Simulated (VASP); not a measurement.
# BaZrO3 (Pm-3m) in VASP: notebook

BaZrO3 is run at these levels: PBEsol+U, PBE; tasks: single point.

Program: VASP 6.6.1. These are calculated values, not measurements. Logs are shortened: lines on timing, memory, paths and dates and some standing lists are left out, and cuts for length are marked.

## Step 1: The cell of the first run

Symmetry: Pm-3m, No. 221, cubic system. Conventional cell: a = 4.193 Å, b = 4.193 Å, c = 4.193 Å, α = 90.00°, β = 90.00°, γ = 90.00°. Within 3.9 Å of Ba (site symmetry m-3m) lie 12 O at 2.96 Å and 8 Zr at 3.63 Å. Within 2.8 Å of Zr (site symmetry m-3m) lie 6 O at 2.10 Å. O (site symmetry 4/mmm) has 2 Zr at 2.10 Å within 2.8 Å.

## Step 2: Single point, PBEsol+U

Contents of INCAR:

```
ALGO = Normal
EDIFF = 1E-6
ENCUT = 520
GGA = PS
ISIF = 2
ISMEAR = -1
LASPH = T
LCHARG = F
LDAU = T
LDAUJ = 0 0 0
LDAUL = -1 2 -1
LDAUPRINT = 1
LDAUTYPE = 2
LDAUU = 0 3 0
LMAXMIX = 4
LREAL = F
LWAVE = F
NBANDS = 28
NELM = 150
PREC = Accurate
SIGMA = 0.05
```

Contents of KPOINTS:

```
k-points
0
Gamma
  6 6 6
```

Contents of POSCAR:

```
BaZrO3
1.0
    4.1927503493      0.0000000000      0.0000000000
    0.0000000000      4.1927503493      0.0000000000
    0.0000000000      0.0000000000      4.1927503493
Ba Zr O
1 1 3
Direct
    0.0000000000      0.0000000000      0.0000000000
    0.5000000000      0.5000000000      0.5000000000
    0.5000000000      0.5000000000      0.0000000000
    0.5000000000      0.0000000000      0.5000000000
    0.0000000000      0.5000000000      0.5000000000
```

Potentials or basis: VASP PAW PBE potentials, release 64 (Ba_sv, Zr_sv, O).

Run with:

```console
> cat potpaw_PBE.64/Ba_sv/POTCAR potpaw_PBE.64/Zr_sv/POTCAR potpaw_PBE.64/O/POTCAR > POTCAR
> mpirun -np 1 vasp_std > vasp.out
```

OUTCAR:

```text
EDIFF = 1E-6
   ENCUT = 520
   GGA = PS
   ISIF = 2
   ISMEAR = -1
   LASPH = T
   LREAL = F
   NELM = 150
   PREC = Accurate

 ion  position               nearest neighbor table
   1  0.000  0.000  0.000-   3 2.96   4 2.96   5 2.96   4 2.96   5 2.96   3 2.96   5 2.96   5 2.96
                             3 2.96   4 2.96   4 2.96   3 2.96   2 3.63   2 3.63   2 3.63   2 3.63
   2  0.500  0.500  0.500-   3 2.10   4 2.10   5 2.10   3 2.10   4 2.10   5 2.10   1 3.63   1 3.63
                             1 3.63   1 3.63   1 3.63   1 3.63   1 3.63   1 3.63
   3  0.500  0.500  0.000-   2 2.10   2 2.10   1 2.96   1 2.96   1 2.96   1 2.96
   4  0.500  0.000  0.500-   2 2.10   2 2.10   1 2.96   1 2.96   1 2.96   1 2.96
   5  0.000  0.500  0.500-   2 2.10   2 2.10   1 2.96   1 2.96   1 2.96   1 2.96

  LATTYP: Found a simple cubic cell.
 ALAT       =     4.1927503493

  Lattice vectors:

 A1 = (   4.1927503493,   0.0000000000,   0.0000000000)
 A2 = (   0.0000000000,   4.1927503493,   0.0000000000)
 A3 = (   0.0000000000,   0.0000000000,   4.1927503493)

Analysis of symmetry for initial positions (statically):
=====================================================================
 Subroutine PRICEL returns:
 Original cell was already a primitive cell.

 Routine SETGRP: Setting up the symmetry group for a
 simple cubic supercell.

 Subroutine GETGRP returns: Found 48 space group operations
 (whereof 48 operations were pure point group operations)
 out of a pool of 48 trial point group operations.

The static configuration has the point symmetry O_h .

Analysis of symmetry for dynamics (positions and initial velocities):
=====================================================================
 Subroutine PRICEL returns:
 Original cell was already a primitive cell.

 Routine SETGRP: Setting up the symmetry group for a
 simple cubic supercell.

 Subroutine GETGRP returns: Found 48 space group operations
 (whereof 48 operations were pure point group operations)
 out of a pool of 48 trial point group operations.

The dynamic configuration has the point symmetry O_h .

 Subroutine INISYM returns: Found 48 space group operations
 (whereof 48 operations are pure point group operations),
 and found     1 'primitive' translations

----------------------------------------------------------------------------------------

                                     Primitive cell

  volume of cell :      73.7050

  direct lattice vectors                    reciprocal lattice vectors
     4.192750349  0.000000000  0.000000000     0.238506927  0.000000000  0.000000000
     0.000000000  4.192750349  0.000000000     0.000000000  0.238506927  0.000000000
     0.000000000  0.000000000  4.192750349     0.000000000  0.000000000  0.238506927

  length of vectors
     4.192750349  4.192750349  4.192750349     0.238506927  0.238506927  0.238506927

  position of ions in fractional coordinates (direct lattice)
     0.000000000  0.000000000  0.000000000
     0.500000000  0.500000000  0.500000000
     0.500000000  0.500000000  0.000000000
     0.500000000  0.000000000  0.500000000
     0.000000000  0.500000000  0.500000000

  ion indices of the primitive-cell ions
   primitive index   ion index
                 1           1
                 2           2
                 3           3
                 4           4
                 5           5

----------------------------------------------------------------------------------------

 KPOINTS: k-points

Automatic generation of k-mesh.
 Grid dimensions read from file:
 generate k-points for:    6    6    6

 Generating k-lattice:

  Cartesian coordinates                     Fractional coordinates (reciprocal lattice)
     0.039751154  0.000000000  0.000000000     0.166666667  0.000000000  0.000000000
[... 47 lines left out ...]
   ICHARG =      2    charge: 1-file 2-atom 10-const
   ISPIN  =      1    spin polarized calculation?
   LNONCOLLINEAR =      F non collinear calculations
   LSORBIT =      F    spin-orbit coupling
   LASPH  =      T    aspherical Exc in radial PAW
   ENCUT  =  520.0 eV  38.22 Ry    6.18 a.u.   7.80  7.80  7.80*2*pi/ulx,y,z
   NELM   =    150;   NELMIN=  2; NELMDL= -5     # of ELM steps
   EDIFF  = 0.1E-05   stopping-criterion for ELM
   LREAL  =      F    real-space projection
   EDIFFG = 0.1E-04   stopping-criterion for IOM
   NSW    =      0    number of steps for IOM
   IBRION =     -1    ionic relax: 0-MD 1-quasi-New 2-CG
   NFREE  =      0    steps in history (QN), initial steepest desc. (CG)
   ISIF   =      2    stress and relaxation
   ISYM   =      2    0-nonsym 1-usesym 2-fastsym
   POTIM  = 0.5000    time-step for ionic-motion
   TEBEG  =    0.0;   TEEND  =   0.0 temperature during run
   PSTRESS=    0.0 pullay stress
   NELECT =      40.0000    total number of electrons
   NUPDOWN=      -1.0000    fix difference up-down
   EMIN   =  10.00;   EMAX   =-10.00  energy-range for DOS
   EFERMI =   0.00;   METHOD = LEGACY
   ISMEAR =    -1;   SIGMA  =   0.05  broadening in eV -4-tet -1-fermi 0-gaus
   EFERMI_NEDOS =   21; number of points for ismear=-14 and -15
   IALGO  =     38    algorithm
   IMIX   =      4    mixing-type and parameters
     AMIX     =   0.40;   BMIX     =  1.00
     AMIX_MAG =   1.60;   BMIX_MAG =  1.00
  volume/ion in A,a.u.               =      14.74        99.48
  Fermi-wavevector in a.u.,A,eV,Ry     =   1.335352  2.523450 24.261439  1.783165
  Thomas-Fermi vector in A             =   2.464063
   LORBIT       =      0    0 simple, 1 ext, 2 COOP (PROOUT), +10 PAW based schemes
 LDA+U is selected, type is set to LDAUTYPE =  2
   angular momentum for each species LDAUL =    -1    2   -1
   U (eV)           for each species LDAUU =   0.0  3.0  0.0
   J (eV)           for each species LDAUJ =   0.0  0.0  0.0
   GGA     = PS    functional components
   LHFCALC =     F    Hartree Fock is set to
   AEXX    =    0.0000 exact exchange contribution
   IVDW    =     0    specifies the selected vdW correction
   LEPSILON=     F    determine dielectric tensor
   LRPA    =     F    only Hartree local field effects (RPA)
 non-spin polarized calculation
  energy-cutoff  :      520.00
  volume of cell :       73.71
 maximum number of plane-waves:      2008
 NGX is ok and might be reduce to    32
   NGX = 15   NGY = 15   NGZ = 15

atom =   2  type =  2  l = 2

 onsite density matrix

spin component  1

  0.0842 -0.0000  0.0000 -0.0000 -0.0000
 -0.0000  0.0842  0.0000 -0.0000  0.0000
  0.0000  0.0000  0.2098  0.0000  0.0000
 -0.0000 -0.0000  0.0000  0.0842  0.0000
 -0.0000  0.0000  0.0000  0.0000  0.2098

spin component  2

  0.0842 -0.0000  0.0000 -0.0000 -0.0000
 -0.0000  0.0842  0.0000 -0.0000  0.0000
  0.0000  0.0000  0.2098  0.0000  0.0000
 -0.0000 -0.0000  0.0000  0.0842  0.0000
 -0.0000  0.0000  0.0000  0.0000  0.2098

 occupancies and eigenvectors

  o =  0.0842  v =  0.0000 -0.8879 -0.0000 -0.4600 -0.0000  0.0000  0.0000  0.0000  0.0000  0.0000      0.0000  0.0000  0.0000  0.0000  0.0000  0.0000  0.0000  0.0000  0.0000  0.0000
  o =  0.0842  v =  0.0000  0.0000  0.0000  0.0000  0.0000  0.0000 -0.8879 -0.0000 -0.4600 -0.0000      0.0000  0.0000  0.0000  0.0000  0.0000  0.0000  0.0000  0.0000  0.0000  0.0000
  o =  0.0842  v =  0.0000 -0.4600 -0.0000  0.8879 -0.0000  0.0000  0.0000  0.0000  0.0000  0.0000      0.0000  0.0000  0.0000  0.0000  0.0000  0.0000  0.0000  0.0000  0.0000  0.0000
  o =  0.0842  v =  0.0000  0.0000  0.0000  0.0000  0.0000  0.0000 -0.4600 -0.0000  0.8879 -0.0000      0.0000  0.0000  0.0000  0.0000  0.0000  0.0000  0.0000  0.0000  0.0000  0.0000
  o =  0.0842  v =  0.0000  0.0000  0.0000  0.0000  0.0000  1.0000  0.0000  0.0000  0.0000  0.0000      0.0000  0.0000  0.0000  0.0000  0.0000  0.0000  0.0000  0.0000  0.0000  0.0000
  o =  0.0842  v =  1.0000  0.0000  0.0000  0.0000  0.0000  0.0000  0.0000  0.0000  0.0000  0.0000      0.0000  0.0000  0.0000  0.0000  0.0000  0.0000  0.0000  0.0000  0.0000  0.0000
  o =  0.2098  v =  0.0000 -0.0000  1.0000  0.0000 -0.0063  0.0000  0.0000  0.0000  0.0000  0.0000      0.0000  0.0000  0.0000  0.0000  0.0000  0.0000  0.0000  0.0000  0.0000  0.0000
  o =  0.2098  v =  0.0000  0.0000  0.0000  0.0000  0.0000  0.0000 -0.0000  1.0000  0.0000 -0.0063      0.0000  0.0000  0.0000  0.0000  0.0000  0.0000  0.0000  0.0000  0.0000  0.0000
  o =  0.2098  v =  0.0000  0.0000  0.0000  0.0000  0.0000  0.0000 -0.0000  0.0063  0.0000  1.0000      0.0000  0.0000  0.0000  0.0000  0.0000  0.0000  0.0000  0.0000  0.0000  0.0000
  o =  0.2098  v =  0.0000 -0.0000  0.0063  0.0000  1.0000  0.0000  0.0000  0.0000  0.0000  0.0000      0.0000  0.0000  0.0000  0.0000  0.0000  0.0000  0.0000  0.0000  0.0000  0.0000

 number of electron      39.9999999 magnetization

 Free energy of the ion-electron system (eV)
  ---------------------------------------------------
  ext. energy  EPLUGINS =         0.00000000
  ---------------------------------------------------
  free energy    TOTEN  =       -41.86054248 eV

  energy without entropy =      -41.86054248  energy(sigma->0) =      -41.86054248

 E-fermi :   4.8278     XC(G=0): -11.0200

 val. band max:        3.7337560052   @ k =   0.5000   0.5000   0.5000
 cond. band min:       7.2615161846   @ k =   0.0000   0.0000   0.0000
 fundamental gap:      3.5277601794
 Fermi energy:         4.8277740330

 k-point     1 :       0.0000    0.0000    0.0000
  band No.  band energies     occupation
      1     -43.7219      2.00000
      2     -21.8893      2.00000
      3     -21.8893      2.00000
      4     -21.8893      2.00000
      5     -21.5243      2.00000
      6     -12.5909      2.00000
[... 609 lines left out ...]
     27      12.8699      0.00000
     28      12.8699      0.00000

------------------------ aborting loop because EDIFF is reached ----------------------------------------

  FORCE on cell =-STRESS in cart. coord.  units (eV):
  Direction    XX          YY          ZZ          XY          YZ          ZX
  --------------------------------------------------------------------------------------
  -------------------------------------------------------------------------------------
  Total        1.2843711      1.2843711      1.2843711     -0.0000000     -0.0000000      0.0000000
  in kB       27.9192729     27.9192729     27.9192729     -0.0000000     -0.0000000      0.0000000
  external PRESSURE =      27.9192729 kB  Pullay stress =       0.0000000 kB

 VOLUME and BASIS-vectors are now :
 -----------------------------------------------------------------------------
  energy-cutoff  :      520.00
  volume of cell :       73.71
      direct lattice vectors                 reciprocal lattice vectors
     4.192750349  0.000000000  0.000000000     0.238506927  0.000000000  0.000000000
     0.000000000  4.192750349  0.000000000     0.000000000  0.238506927  0.000000000
     0.000000000  0.000000000  4.192750349     0.000000000  0.000000000  0.238506927

 POSITION                                       TOTAL-FORCE (eV/Angst)
 -----------------------------------------------------------------------------------
      0.00000      0.00000      0.00000         0.000000      0.000000      0.000000
      2.09638      2.09638      2.09638         0.000000      0.000000      0.000000
      2.09638      2.09638      0.00000         0.000000      0.000000      0.000000
      2.09638      0.00000      2.09638         0.000000      0.000000      0.000000
      0.00000      2.09638      2.09638         0.000000      0.000000      0.000000
 -----------------------------------------------------------------------------------
    total drift:                                0.000000     -0.000000     -0.000000

  FREE ENERGIE OF THE ION-ELECTRON SYSTEM (eV)
  ---------------------------------------------------
  free  energy   TOTEN  =       -41.8605424780 eV

  energy  without entropy=      -41.8605424780  energy(sigma->0) =      -41.86054248
```

It took 20 s on 1 thread of Intel Xeon 6975P-C (Granite Rapids), shared host; peak memory 0.19 GiB.

Results:

```
Free energy            : -41.8605 eV
Pressure               : 2.8 GPa
Band gap on the k mesh : 3.53 eV, indirect (least direct gap 3.80 eV)
```

Eigenvalues of the final occupation matrices:
```tsv
site	spin	trace	eigenvalues
site 2 d	1	0.67	0.08 0.08 0.08 0.21 0.21
site 2 d	2	0.67	0.08 0.08 0.08 0.21 0.21
```

Caveat: the PAW data sets were made with another functional, which shifts forces and pressure a little; spin-orbit coupling is left out, which moves the levels of the heavy elements. A k mesh can miss the band edges.

## Step 3: Single point, PBEsol+U

This run uses another cell than the first one, of 14.79 Å³/atom, 1.003 times its volume.

Contents of INCAR:

```
PREC = Accurate
ENCUT = 520
EDIFF = 1E-7
ISMEAR = -1
SIGMA = 0.05
LREAL = F
LASPH = T
NELM = 150
ALGO = Normal
ISIF = 2
LWAVE = F
LCHARG = F
LMAXMIX = 4
LDAU = T
LDAUTYPE = 2
LDAUL = -1 2 -1
LDAUU = 0 4 0
LDAUJ = 0 0 0
LDAUPRINT = 1
GGA = PS
NBANDS = 28
```

Contents of KPOINTS:

```
Automatic mesh
0
Gamma
  6 6 6
```

POSCAR: that of step 2 with these lines changed.

```diff
@@ -2,5 +2,5 @@
 1.0
-    4.1927503493      0.0000000000      0.0000000000
-    0.0000000000      4.1927503493      0.0000000000
-    0.0000000000      0.0000000000      4.1927503493
+    4.1973001200      0.0000000000      0.0000000000
+    0.0000000000      4.1973001200      0.0000000000
+    0.0000000000      0.0000000000      4.1973001200
 Ba Zr O
```

Potentials or basis: VASP PAW PBE potentials, release 64 (Ba_sv, Zr_sv, O).

Run with:

```console
> cat potpaw_PBE.64/Ba_sv/POTCAR potpaw_PBE.64/Zr_sv/POTCAR potpaw_PBE.64/O/POTCAR > POTCAR
> mpirun -np 1 vasp_std > vasp.out
```

It took 24 s on 1 thread of Intel Xeon 6975P-C (Granite Rapids), shared host; peak memory 0.2 GiB.

Results (log left out):

| Quantity | Value |
| --- | --- |
| Free energy | -41.3114 eV |
| Pressure | 3.3 GPa |
| Band gap on the k mesh | 3.66 eV, indirect (least direct gap 3.95 eV) |

Levels at points of the mesh, in eV from the valence-band top:
```csv
k point,band 16,band 17,band 18,band 19,band 20,band 21,band 22,band 23,band 24,band 25
"(0.00, 0.00, 0.00)",-1.01,-1.01,-0.29,-0.29,-0.29,3.66,3.66,3.66,4.49,4.49
"(0.50, 0.00, 0.00)",-1.74,-1.65,-1.65,-0.55,-0.55,4.25,6.31,6.31,6.32,6.54
"(0.50, 0.50, 0.00)",-2.35,-0.96,-0.96,-0.93,-0.08,6.20,6.20,6.41,6.78,7.92
"(0.50, 0.50, 0.50)",-2.45,-2.45,0.00,0.00,0.00,5.81,5.81,5.81,7.68,7.68
```

Eigenvalues of the final occupation matrices:
```tsv
site	spin	trace	eigenvalues
site 2 d	1	0.65	0.08 0.08 0.08 0.20 0.20
site 2 d	2	0.65	0.08 0.08 0.08 0.20 0.20
```

Caveat: the PAW data sets were made with another functional, which shifts forces and pressure a little; spin-orbit coupling is left out, which moves the levels of the heavy elements. A k mesh can miss the band edges.

## Step 4: Single point, PBEsol+U

This run uses another cell than the first one, of 14.84 Å³/atom, 1.007 times its volume.

INCAR: that of step 3 with these lines changed.

```diff
@@ -2,3 +2,3 @@
 ENCUT = 520
-EDIFF = 1E-7
+EDIFF = 1E-6
 ISMEAR = -1
@@ -16,3 +16,3 @@
 LDAUL = -1 2 -1
-LDAUU = 0 4 0
+LDAUU = 0 5 0
 LDAUJ = 0 0 0
```

KPOINTS is that of step 3.

POSCAR: that of step 3 with these lines changed.

```diff
@@ -2,5 +2,5 @@
 1.0
-    4.1973001200      0.0000000000      0.0000000000
-    0.0000000000      4.1973001200      0.0000000000
-    0.0000000000      0.0000000000      4.1973001200
+    4.2022222702      0.0000000000      0.0000000000
+    0.0000000000      4.2022222702      0.0000000000
+    0.0000000000      0.0000000000      4.2022222702
 Ba Zr O
```

Run with:

```console
> cat potpaw_PBE.64/Ba_sv/POTCAR potpaw_PBE.64/Zr_sv/POTCAR potpaw_PBE.64/O/POTCAR > POTCAR
> mpirun -np 1 vasp_std > vasp.out
```

It took 20 s on 1 thread of Intel Xeon 6975P-C (Granite Rapids), shared host; peak memory 0.2 GiB.

It converged, with:

| Quantity | Value |
| --- | --- |
| Free energy | -40.7812 eV |
| Pressure | 3.7 GPa |
| Band gap on the k mesh | 3.80 eV, indirect (least direct gap 4.10 eV) |

Levels at points of the mesh, in eV from the valence-band top:
```tsv
k point	band 16	band 17	band 18	band 19	band 20	band 21	band 22	band 23	band 24	band 25
(0.00, 0.00, 0.00)	-1.01	-1.01	-0.30	-0.30	-0.30	3.80	3.80	3.80	4.48	4.48
(0.50, 0.00, 0.00)	-1.73	-1.63	-1.63	-0.57	-0.57	4.42	6.31	6.47	6.47	6.52
(0.50, 0.50, 0.00)	-2.31	-0.97	-0.97	-0.97	-0.08	6.32	6.32	6.38	6.83	8.00
(0.50, 0.50, 0.50)	-2.42	-2.42	0.00	0.00	0.00	5.77	5.77	5.77	7.84	7.84
```

Eigenvalues of the final occupation matrices:
```tsv
site	spin	trace	eigenvalues
site 2 d	1	0.62	0.08 0.08 0.08 0.20 0.20
site 2 d	2	0.62	0.08 0.08 0.08 0.20 0.20
```

Caveat: the PAW data sets were made with another functional, which shifts forces and pressure a little; spin-orbit coupling is left out, which moves the levels of the heavy elements. A k mesh can miss the band edges.

[end of part 1 of 2]
